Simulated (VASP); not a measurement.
# Al (P1) in VASP: relaxation of cell and atoms with PBE

Aim: the relaxation of cell and atoms of Al with PBE.

All numbers are computed with VASP 6.6.1; they aren't measurements. Logs are shortened: lines on timing, memory, paths and dates and some standing lists are left out, and cuts for length are marked.

### Step 1. The cell of the first run

The typed cell holds 4 atoms: a = 2.818 Å, b = 4.937 Å, c = 4.891 Å, α = 72.58°, β = 90.98°, γ = 92.16°.

### Step 2. Relaxation of cell and atoms, PBE

File INCAR:

```
PREC = Accurate
ENCUT = 600
EDIFF = 1E-6
ISMEAR = 0
SIGMA = 0.2
LREAL = F
LASPH = T
NELM = 100
ALGO = Fast
ISIF = 3
LWAVE = F
LCHARG = F
GGA = PE
IBRION = 2
NSW = 80
EDIFFG = -0.025
```

File KPOINTS:

```
Automatic mesh
0
Gamma
  8 6 6
```

File POSCAR:

```
Al
1.0
   -1.3876510428      1.4552906405     -1.9748224719
   -1.2997762688     -4.3206935576     -2.0050388042
   -4.2139992929     -1.3673751327      2.0730889135
Al
4
Direct
    0.7282945975     -0.0086995362      0.7552543357
    0.2234626280      0.9997720241      0.2543284046
    0.7878070940      0.5010755767      0.2391042787
    0.2604356805      0.5078519355      0.7513129809
```

Potentials or basis: VASP PAW PBE potentials, release 64 (Al).

Run with:

```console
$ cat potpaw_PBE.64/Al/POTCAR > POTCAR
$ mpirun -np 1 vasp_std > vasp.out
```

OUTCAR:

```text
PREC = Accurate
   ENCUT = 600
   EDIFF = 1E-6
   ISMEAR = 0
   LREAL = F
   LASPH = T
   NELM = 100
   ISIF = 3
   GGA = PE
   IBRION = 2
   NSW = 80
   EDIFFG = -0.025

 ion  position               nearest neighbor table
   1  0.728  0.991  0.755-   4 2.69   2 2.80   2 2.80   2 2.83   3 2.84   2 2.86   4 2.87   4 2.90
                             4 2.91   3 2.99
   2  0.223  1.000  0.254-   3 2.73   3 2.78   1 2.80   1 2.80   1 2.83   1 2.86   3 2.87   4 2.88
                             4 2.94   3 3.00
   3  0.788  0.501  0.239-   2 2.73   4 2.74   4 2.78   2 2.78   4 2.83   1 2.84   2 2.87   4 2.94
                             1 2.99   2 3.00
   4  0.260  0.508  0.751-   1 2.69   3 2.74   3 2.78   3 2.83   1 2.87   2 2.88   1 2.90   1 2.91
                             2 2.94   3 2.94

  LATTYP: Found a triclinic cell.
 ALAT       =     7.3995460341
 B/A-ratio  =     0.3808880273
 C/A-ratio  =     1.2903489447
 COS(alpha) =     0.0019298631
 COS(beta)  =     0.5764351763
 COS(gamma) =     0.7504429560

  Lattice vectors:

 A1 = (   6.9893013785,  -1.5432061483,   1.8765560303)
 A2 = (   1.3876510428,  -1.4552906405,   1.9748224719)
 A3 = (   7.1282223170,  -1.5859432922,  -6.1512166312)

Analysis of symmetry for initial positions (statically):
=====================================================================
 Subroutine PRICEL returns:
 Original cell was already a primitive cell.

 Routine SETGRP: Setting up the symmetry group for a
 triclinic supercell.

 Subroutine GETGRP returns: Found  1 space group operations
 (whereof  1 operations were pure point group operations)
 out of a pool of  2 trial point group operations.

The static configuration has the point symmetry C_1 .

Analysis of symmetry for dynamics (positions and initial velocities):
=====================================================================
 Subroutine PRICEL returns:
 Original cell was already a primitive cell.

 Routine SETGRP: Setting up the symmetry group for a
 triclinic supercell.

 Subroutine GETGRP returns: Found  1 space group operations
 (whereof  1 operations were pure point group operations)
 out of a pool of  2 trial point group operations.

The dynamic configuration has the point symmetry C_1 .

 Subroutine INISYM returns: Found  1 space group operations
 (whereof  1 operations are pure point group operations),
 and found     1 'primitive' translations

----------------------------------------------------------------------------------------

                                     Primitive cell

  volume of cell :      64.8979
[... 122 lines left out ...]
   LEPSILON=     F    determine dielectric tensor
   LRPA    =     F    only Hartree local field effects (RPA)
 conjugate gradient relaxation of ions
 non-spin polarized calculation
 RMM-DIIS sequential band-by-band and
 Gauss-broadening in eV      SIGMA  =   0.20
  energy-cutoff  :      600.00
  volume of cell :       64.90
 maximum number of plane-waves:      2184
   NGX = 11   NGY = 19   NGZ = 19

--------------------------------------- Ionic step        1  -------------------------------------------

 number of electron      12.0000000 magnetization

 Free energy of the ion-electron system (eV)
  ---------------------------------------------------
  ext. energy  EPLUGINS =         0.00000000
  ---------------------------------------------------
  free energy    TOTEN  =       -14.90277059 eV

  energy without entropy =      -14.86934184  energy(sigma->0) =      -14.88605622

------------------------ aborting loop because EDIFF is reached ----------------------------------------

  FORCE on cell =-STRESS in cart. coord.  units (eV):
  Direction    XX          YY          ZZ          XY          YZ          ZX
  --------------------------------------------------------------------------------------
  -------------------------------------------------------------------------------------
  Total        0.9079541      0.4833068      1.0465696      0.5550275     -0.3454194      0.6386453
  in kB       22.4152661     11.9317165     25.8373586     13.7023330     -8.5275977     15.7666595
  external PRESSURE =      20.0614471 kB  Pullay stress =       0.0000000 kB
[... 95 lines left out ...]
  FREE ENERGIE OF THE ION-ELECTRON SYSTEM (eV)
  ---------------------------------------------------
  free  energy   TOTEN  =       -14.9627566023 eV

  energy  without entropy=      -14.9303678246  energy(sigma->0) =      -14.94656221

[... ionic steps 4 to 8 ...]

--------------------------------------- Ionic step        9  -------------------------------------------

 number of electron      12.0000000 magnetization

------------------------ aborting loop because EDIFF is reached ----------------------------------------
[... 71 lines left out ...]
--------------------------------------- Ionic step       11  -------------------------------------------

 number of electron      12.0000000 magnetization

 Free energy of the ion-electron system (eV)
  ---------------------------------------------------
  ext. energy  EPLUGINS =         0.00000000
  ---------------------------------------------------
  free energy    TOTEN  =       -14.99690156 eV

  energy without entropy =      -14.96333837  energy(sigma->0) =      -14.98011997

 E-fermi :   7.8753     XC(G=0): -10.1885

 val. band max:        7.8676824154   @ k =   0.3750   0.5000   0.1667
 cond. band min:       7.8785746251   @ k =   0.3750   0.1667   0.5000
 fundamental gap:      0.0108922097
 Fermi energy:         7.8752621829

 k-point     1 :       0.0000    0.0000    0.0000
  band No.  band energies     occupation
      1      -3.1419      2.00000
      2       3.4568      2.00000
      3       3.4720      2.00000
      4       3.7474      2.00000
      5       3.7815      2.00000
      6       5.1086      2.00000
      7       6.4461      2.00000
      8      13.0347      0.00000
      9      13.1551      0.00000
     10      13.9816      0.00000
[... 287 lines left out ...]
 k-point    24 :       0.2500    0.5000    0.0000
  band No.  band energies     occupation
      1      -0.3443      2.00000
      2      -0.3373      2.00000
      3       4.0317      2.00000
      4       4.0415      2.00000
      5       7.5904      1.95603
      6       7.6000      1.94838
      7       9.1159      0.00000
      8       9.1244      0.00000
      9      11.7877      0.00000
     10      11.8036      0.00000

 [... further k-points ...]
[... 5 lines left out ...]
  --------------------------------------------------------------------------------------
  -------------------------------------------------------------------------------------
  Total       -0.0635905     -0.0553013     -0.0515578     -0.0039529      0.0459058     -0.0055154
  in kB       -1.5404656     -1.3396594     -1.2489760     -0.0957579      1.1120562     -0.1336102
  external PRESSURE =      -1.3763670 kB  Pullay stress =       0.0000000 kB
[... 19 lines left out ...]
  FREE ENERGIE OF THE ION-ELECTRON SYSTEM (eV)
  ---------------------------------------------------
  free  energy   TOTEN  =       -14.9969015585 eV

  energy  without entropy=      -14.9633383716  energy(sigma->0) =      -14.98011997

 reached required accuracy - stopping structural energy minimisation
```

Wall time 2.7 min (1 thread of Intel Xeon 6975P-C (Granite Rapids), shared host); peak memory 0.26 GiB.

What came out:

```
Free energy                            : -14.9969 eV
Relaxed volume                         : 16.53 Å³/atom
Relaxed cell                           : a = 2.903 Å, b = 4.918 Å, c = 4.927 Å, α = 70.09°, β = 90.05°, γ = 90.06°
Space group after relaxing (to 0.05 Å) : Immm (No. 71)
Energy gained by relaxing              : 23.5 meV/atom
Ionic steps                            : 11
Pressure after relaxing                : -0.1 GPa
Largest force after relaxing           : 0.024 eV/Å
Band gap on the k mesh                 : zero (band 6 reaches 10.40 eV, above the bottom of band 7 at 6.35 eV)
```

Forces in eV/Å, atoms in the order of the input:
```
Al  -0.012  0.005 -0.020
Al   0.009 -0.005  0.001
Al  -0.013  0.005  0.004
Al   0.016 -0.005  0.016
```

Step by step:
```csv
step,energy change (eV),largest force (eV/Å),pressure (GPa),volume (Å³)
1,0.0000,0.5870,2.01,64.90
2,-0.0553,0.2671,-0.65,66.82
3,-0.0600,0.2032,-1.54,67.59
4,-0.0776,0.1694,-0.37,66.44
5,-0.0801,0.1706,0.30,65.85
6,-0.0851,0.1342,0.16,65.94
7,-0.0905,0.0600,-0.12,66.15
8,-0.0925,0.0493,0.07,65.98
9,-0.0934,0.0412,0.30,65.77
10,-0.0939,0.0165,-0.36,66.33
11,-0.0941,0.0241,-0.14,66.14
```

Final structure:
```yaml
crystal:
  lattice:
    - [-1.45045, 1.45254, -2.05206]
    - [-1.43599, -4.26079, -1.99355]
    - [-4.26588, -1.43710, 2.00418]
  atoms:
    - { symbol: Al, position: [0.74722, 0.99993, 0.75014] }
    - { symbol: Al, position: [0.25015, 0.99985, 0.25043] }
    - { symbol: Al, position: [0.75015, 0.50022, 0.24946] }
    - { symbol: Al, position: [0.25248, 0.50001, 0.74997] }
```

Levels at points of the mesh, in eV from the Fermi level:
```
           k point  band 3  band 4  band 5  band 6  band 7  band 8  band 9  band 10
(0.00, 0.00, 0.00)   -4.40   -4.13   -4.09   -2.77   -1.43    5.16    5.28     6.11
(0.50, 0.00, 0.00)   -0.83   -0.83   -0.66   -0.66    0.26    0.26    1.18     1.18
(0.00, 0.50, 0.00)   -4.89   -4.89   -0.45   -0.44    3.81    3.81    3.90     3.90
(0.50, 0.50, 0.00)   -5.02   -5.01   -0.75   -0.75   -0.72   -0.72    3.84     3.85
(0.00, 0.00, 0.50)   -4.87   -4.87   -0.42   -0.42    3.76    3.76    3.87     3.87
(0.50, 0.00, 0.50)   -5.03   -5.02   -0.74   -0.72   -0.71   -0.69    3.85     3.87
(0.00, 0.50, 0.50)   -6.46   -6.46    1.48    1.49    3.03    3.03    7.10     7.11
(0.50, 0.50, 0.50)   -4.44   -4.42   -2.84   -2.84   -1.53   -1.53    5.38     5.38
```
